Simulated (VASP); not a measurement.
# AlGa3As4 (I-42m) in VASP: a series of runs

AlGa3As4 is run at these levels: PBE; tasks: single point, relaxation of cell and atoms.

Everything below comes from runs of VASP 6.6.1. Logs are shortened: lines on timing, memory, paths and dates and some standing lists are left out, and cuts for length are marked.

### 1 The cell of the first run

It takes space group I-42m (No. 121, tetragonal). The conventional cell has a = 5.504 Å, b = 5.504 Å, c = 11.008 Å, α = 90.00°, β = 90.00°, γ = 90.00°. Within 3.1 Å of Al (site symmetry -42m) lie 4 As at 2.38 Å. Ga (site symmetry -42m) has 4 As at 2.38 Å within 3.1 Å. Within 3.1 Å of Ga (site symmetry -4) lie 4 As at 2.38 Å. Within 3.1 Å of As (site symmetry m) lie 1 Al at 2.38 Å and 3 Ga at 2.38 Å.

### 2 Single point, PBE

Contents of INCAR:

```
  PREC = Accurate
  ENCUT = 520
  EDIFF = 1E-6
  ISMEAR = 0
  SIGMA = 0.1
  LREAL = F
  LASPH = T
  NELM = 80
  ALGO = Normal
  ISIF = 2
  LWAVE = F
  LCHARG = T
  GGA = PE
  LELF = T
  LVHAR = T
  NBANDS = 41
```

Contents of KPOINTS:

```
regular mesh
0
Gamma
  4 4 4
```

Contents of POSCAR:

```
AlGa3As4
1.0
   -2.7520540400      2.7520540400      5.5041080800
    2.7520540400     -2.7520540400      5.5041080800
    2.7520540400      2.7520540400     -5.5041080800
Al Ga As
1 3 4
Direct
    0.5000000000      0.5000000000      0.0000000000
    0.0000000000      0.0000000000      0.0000000000
    0.2500000000      0.7500000000      0.5000000000
    0.7500000000      0.2500000000      0.5000000000
    0.8750000000      0.8750000000      0.5000000000
    0.3750000000      0.3750000000      0.5000000000
    0.1250000000      0.6250000000      0.0000000000
    0.6250000000      0.1250000000      0.0000000000
```

Potentials or basis: VASP PAW PBE potentials, release 64 (Al, Ga_d, As).

On the command line:

```bash
cat potpaw_PBE.64/Al/POTCAR potpaw_PBE.64/Ga_d/POTCAR potpaw_PBE.64/As/POTCAR > POTCAR
mpirun -np 1 vasp_std > vasp.out
```

OUTCAR:

```text
PREC = Accurate
   ENCUT = 520
   EDIFF = 1E-6
   ISMEAR = 0
   LREAL = F
   LASPH = T
   NELM = 80
   ISIF = 2
   GGA = PE

 ion  position               nearest neighbor table
   1  0.500  0.500  0.000-   5 2.38   7 2.38   8 2.38   6 2.38
   2  0.000  0.000  0.000-   6 2.38   7 2.38   8 2.38   5 2.38
   3  0.250  0.750  0.500-   8 2.38   6 2.38   5 2.38   7 2.38
   4  0.750  0.250  0.500-   7 2.38   6 2.38   5 2.38   8 2.38
   5  0.875  0.875  0.500-   1 2.38   3 2.38   4 2.38   2 2.38
   6  0.375  0.375  0.500-   2 2.38   3 2.38   4 2.38   1 2.38
   7  0.125  0.625  0.000-   4 2.38   2 2.38   3 2.38   1 2.38
   8  0.625  0.125  0.000-   3 2.38   2 2.38   4 2.38   1 2.38

  LATTYP: Found a body centered tetragonal cell.
 ALAT       =     5.5041080800
 C/A-ratio  =     2.0000000000

  Lattice vectors:

 A1 = (  -2.7520540400,   2.7520540400,   5.5041080800)
 A2 = (   2.7520540400,  -2.7520540400,   5.5041080800)
 A3 = (   2.7520540400,   2.7520540400,  -5.5041080800)

Analysis of symmetry for initial positions (statically):
=====================================================================
 Subroutine PRICEL returns:
 Original cell was already a primitive cell.

 Routine SETGRP: Setting up the symmetry group for a
 body centered tetragonal supercell.

 Subroutine GETGRP returns: Found  8 space group operations
 (whereof  8 operations were pure point group operations)
 out of a pool of 16 trial point group operations.

The static configuration has the point symmetry D_2d.

Analysis of symmetry for dynamics (positions and initial velocities):
=====================================================================
 Subroutine PRICEL returns:
 Original cell was already a primitive cell.

 Routine SETGRP: Setting up the symmetry group for a
 body centered tetragonal supercell.

 Subroutine GETGRP returns: Found  8 space group operations
 (whereof  8 operations were pure point group operations)
 out of a pool of 16 trial point group operations.

The dynamic configuration has the point symmetry D_2d.

 Subroutine INISYM returns: Found  8 space group operations
 (whereof  8 operations are pure point group operations),
 and found     1 'primitive' translations

----------------------------------------------------------------------------------------

                                     Primitive cell

  volume of cell :     166.7481

  direct lattice vectors                    reciprocal lattice vectors
    -2.752054040  2.752054040  5.504108080     0.000000000  0.181682479  0.090841239
     2.752054040 -2.752054040  5.504108080     0.181682479  0.000000000  0.090841239
     2.752054040  2.752054040 -5.504108080     0.181682479  0.181682479  0.000000000

  length of vectors
     6.741128143  6.741128143  6.741128143     0.203127187  0.203127187  0.256937826

  position of ions in fractional coordinates (direct lattice)
     0.500000000  0.500000000  0.000000000
     0.000000000  0.000000000  0.000000000
     0.250000000  0.750000000  0.500000000
     0.750000000  0.250000000  0.500000000
     0.875000000  0.875000000  0.500000000
     0.375000000  0.375000000  0.500000000
     0.125000000  0.625000000  0.000000000
     0.625000000  0.125000000  0.000000000

  ion indices of the primitive-cell ions
   primitive index   ion index
                 1           1
                 2           2
                 3           3
                 4           4
                 5           5
                 6           6
                 7           7
                 8           8

----------------------------------------------------------------------------------------

 KPOINTS: regular mesh

Automatic generation of k-mesh.
 Grid dimensions read from file:
 generate k-points for:    4    4    4

 Generating k-lattice:

  Cartesian coordinates                     Fractional coordinates (reciprocal lattice)
     0.000000000  0.045420620  0.022710310     0.250000000  0.000000000  0.000000000
     0.045420620  0.000000000  0.022710310     0.000000000  0.250000000  0.000000000
     0.045420620  0.045420620  0.000000000     0.000000000  0.000000000  0.250000000

  Length of vectors
     0.050781797  0.050781797  0.064234456

  Shift w.r.t. Gamma in fractional coordinates (k-lattice)
     0.000000000  0.000000000  0.000000000

 Subroutine IBZKPT returns following result:
 ===========================================

 Found     13 irreducible k-points:

 Following reciprocal coordinates:
            Coordinates               Weight
  0.000000  0.000000  0.000000      1.000000
  0.250000  0.000000  0.000000      8.000000
  0.500000  0.000000  0.000000      4.000000
  0.250000  0.250000  0.000000      8.000000
  0.500000  0.250000 -0.000000     16.000000
 -0.250000  0.250000  0.000000      4.000000
  0.500000  0.500000  0.000000      2.000000
  0.250000  0.250000  0.250000      2.000000
 -0.250000  0.250000  0.250000      4.000000
  0.500000  0.500000  0.250000      4.000000
 -0.250000  0.500000  0.250000      8.000000
 -0.250000 -0.250000  0.250000      2.000000
  0.500000  0.500000  0.500000      1.000000
   k-points           NKPTS =     13   k-points in BZ     NKDIM =     13   number of bands    NBANDS=     41
   number of dos      NEDOS =    301   number of ions     NIONS =      8
   total plane-waves  NPLWV = 125000
   dimension x,y,z NGX =    50 NGY =   50 NGZ =   50
   dimension x,y,z NGXF=   100 NGYF=  100 NGZF=  100
   ions per type =               1   3   4
   NGX,Y,Z   is equivalent  to a cutoff of  12.33, 12.33, 12.33 a.u.
   NGXF,Y,Z  is equivalent  to a cutoff of  24.66, 24.66, 24.66 a.u.
 SYSTEM =  unknown system
   PREC   = accura    normal or accurate (medium, high low for compatibility)
   ISTART =      0    job   : 0-new  1-cont  2-samecut
   ICHARG =      2    charge: 1-file 2-atom 10-const
   ISPIN  =      1    spin polarized calculation?
   LNONCOLLINEAR =      F non collinear calculations
   LSORBIT =      F    spin-orbit coupling
   LASPH  =      T    aspherical Exc in radial PAW
   ENCUT  =  520.0 eV  38.22 Ry    6.18 a.u.  12.53 12.53 12.53*2*pi/ulx,y,z
   NELM   =     80;   NELMIN=  2; NELMDL= -5     # of ELM steps
   EDIFF  = 0.1E-05   stopping-criterion for ELM
   LREAL  =      F    real-space projection
   EDIFFG = 0.1E-04   stopping-criterion for IOM
   NSW    =      0    number of steps for IOM
   IBRION =     -1    ionic relax: 0-MD 1-quasi-New 2-CG
   NFREE  =      0    steps in history (QN), initial steepest desc. (CG)
   ISIF   =      2    stress and relaxation
   ISYM   =      2    0-nonsym 1-usesym 2-fastsym
   POTIM  = 0.5000    time-step for ionic-motion
   TEBEG  =    0.0;   TEEND  =   0.0 temperature during run
   PSTRESS=    0.0 pullay stress
   NELECT =      62.0000    total number of electrons
   NUPDOWN=      -1.0000    fix difference up-down
   EMIN   =  10.00;   EMAX   =-10.00  energy-range for DOS
   EFERMI =   0.00;   METHOD = LEGACY
   ISMEAR =     0;   SIGMA  =   0.10  broadening in eV -4-tet -1-fermi 0-gaus
   EFERMI_NEDOS =   21; number of points for ismear=-14 and -15
   IALGO  =     38    algorithm
   IMIX   =      4    mixing-type and parameters
     AMIX     =   0.40;   BMIX     =  1.00
     AMIX_MAG =   1.60;   BMIX_MAG =  1.00
  volume/ion in A,a.u.               =      20.84       140.66
  Fermi-wavevector in a.u.,A,eV,Ry     =   1.177204  2.224593 18.855084  1.385810
  Thomas-Fermi vector in A             =   2.313555
   LORBIT       =      0    0 simple, 1 ext, 2 COOP (PROOUT), +10 PAW based schemes
   GGA     = PE    functional components
   LHFCALC =     F    Hartree Fock is set to
   AEXX    =    0.0000 exact exchange contribution
   IVDW    =     0    specifies the selected vdW correction
   LEPSILON=     F    determine dielectric tensor
   LRPA    =     F    only Hartree local field effects (RPA)
 non-spin polarized calculation
 Gauss-broadening in eV      SIGMA  =   0.10
  energy-cutoff  :      520.00
  volume of cell :      166.75
 maximum number of plane-waves:      4524
   NGX = 25   NGY = 25   NGZ = 25

 number of electron      61.9999982 magnetization

 Free energy of the ion-electron system (eV)
  ---------------------------------------------------
  ext. energy  EPLUGINS =         0.00000000
  ---------------------------------------------------
  free energy    TOTEN  =       -33.49188804 eV

  energy without entropy =      -33.49188804  energy(sigma->0) =      -33.49188804

 E-fermi :   5.1882     XC(G=0):  -9.8100

 val. band max:        4.6944961215   @ k =   0.0000   0.0000   0.0000
 cond. band min:       5.9927503656   @ k =   0.5000   0.5000   0.5000
 fundamental gap:      1.2982542441
 Fermi energy:         5.1882157034

 k-point     1 :       0.0000    0.0000    0.0000
  band No.  band energies     occupation
      1     -10.2646      2.00000
      2     -10.2535      2.00000
      3     -10.2535      2.00000
      4     -10.1463      2.00000
      5     -10.1463      2.00000
      6     -10.1381      2.00000
[... 33 lines left out ...]
     40       9.8342      0.00000
     41      10.1488      0.00000

 k-point     2 :       0.2500    0.0000    0.0000
  band No.  band energies     occupation
      1     -10.2597      2.00000
      2     -10.2523      2.00000
      3     -10.2458      2.00000
      4     -10.1666      2.00000
      5     -10.1413      2.00000
      6     -10.1378      2.00000
[... 33 lines left out ...]
     40       9.8492      0.00000
     41       9.9700      0.00000

 k-point     3 :       0.5000    0.0000    0.0000
  band No.  band energies     occupation
      1     -10.2604      2.00000
      2     -10.2453      2.00000
      3     -10.2297      2.00000
      4     -10.1941      2.00000
      5     -10.1323      2.00000
      6     -10.1321      2.00000
[... 391 lines left out ...]
      2     -10.2582      2.00000
      3     -10.2577      2.00000
      4     -10.1540      2.00000
      5     -10.1396      2.00000
      6     -10.1396      2.00000
[... 33 lines left out ...]
     40       9.6343      0.00000
     41       9.6343      0.00000

 k-point    13 :       0.5000    0.5000    0.5000
  band No.  band energies     occupation
      1     -10.2624      2.00000
      2     -10.2624      2.00000
      3     -10.2487      2.00000
      4     -10.1713      2.00000
      5     -10.1340      2.00000
      6     -10.1340      2.00000
[... 33 lines left out ...]
     40      11.5152      0.00000
     41      11.5308      0.00000

------------------------ aborting loop because EDIFF is reached ----------------------------------------

  FORCE on cell =-STRESS in cart. coord.  units (eV):
  Direction    XX          YY          ZZ          XY          YZ          ZX
  --------------------------------------------------------------------------------------
  -------------------------------------------------------------------------------------
  Total       11.2497727     11.2497727     11.2249479      0.0000000      0.0000000      0.0000000
  in kB      108.0919793    108.0919793    107.8534541      0.0000000      0.0000000      0.0000000
  external PRESSURE =     108.0124709 kB  Pullay stress =       0.0000000 kB

 VOLUME and BASIS-vectors are now :
 -----------------------------------------------------------------------------
  energy-cutoff  :      520.00
  volume of cell :      166.75
      direct lattice vectors                 reciprocal lattice vectors
    -2.752054040  2.752054040  5.504108080     0.000000000  0.181682479  0.090841239
     2.752054040 -2.752054040  5.504108080     0.181682479  0.000000000  0.090841239
     2.752054040  2.752054040 -5.504108080     0.181682479  0.181682479  0.000000000

 POSITION                                       TOTAL-FORCE (eV/Angst)
 -----------------------------------------------------------------------------------
      0.00000      0.00000      5.50411        -0.000000     -0.000000     -0.000000
      0.00000      0.00000      0.00000        -0.000000     -0.000000     -0.000000
      2.75205      0.00000      2.75205        -0.000000     -0.000000     -0.000000
      0.00000      2.75205      2.75205         0.000000     -0.000000     -0.000000
      1.37603      1.37603      6.88014        -0.028744     -0.028744     -0.049857
      1.37603      1.37603      1.37603         0.028744      0.028744     -0.049857
      1.37603     -1.37603      4.12808        -0.028744      0.028744      0.049857
     -1.37603      1.37603      4.12808         0.028744     -0.028744      0.049857
 -----------------------------------------------------------------------------------
    total drift:                                0.000004      0.000004     -0.000001

  FREE ENERGIE OF THE ION-ELECTRON SYSTEM (eV)
  ---------------------------------------------------
  free  energy   TOTEN  =       -33.4918880443 eV

  energy  without entropy=      -33.4918880443  energy(sigma->0) =      -33.49188804
```

Wall time 90 s (1 thread of Intel Xeon 6975P-C (Granite Rapids), shared host); peak memory 0.37 GiB.

Results:

```yaml
Free_energy: -33.4919 eV
Pressure: 10.8 GPa
Largest_force: 0.064 eV/Å
Band_gap_on_the_k_mesh: 1.30 eV (least direct gap 1.32 eV)
```

Forces on the atoms (eV/Å):
```
Al   0.000  0.000  0.000
Ga   0.000  0.000  0.000
Ga   0.000  0.000  0.000
Ga   0.000  0.000  0.000
As  -0.029 -0.029 -0.050
As   0.029  0.029 -0.050
As  -0.029  0.029  0.050
As   0.029 -0.029  0.050
```

Caveat: the cell stands under pressure. A k mesh can miss the band edges.

(Part 1 of 2 ends here.)
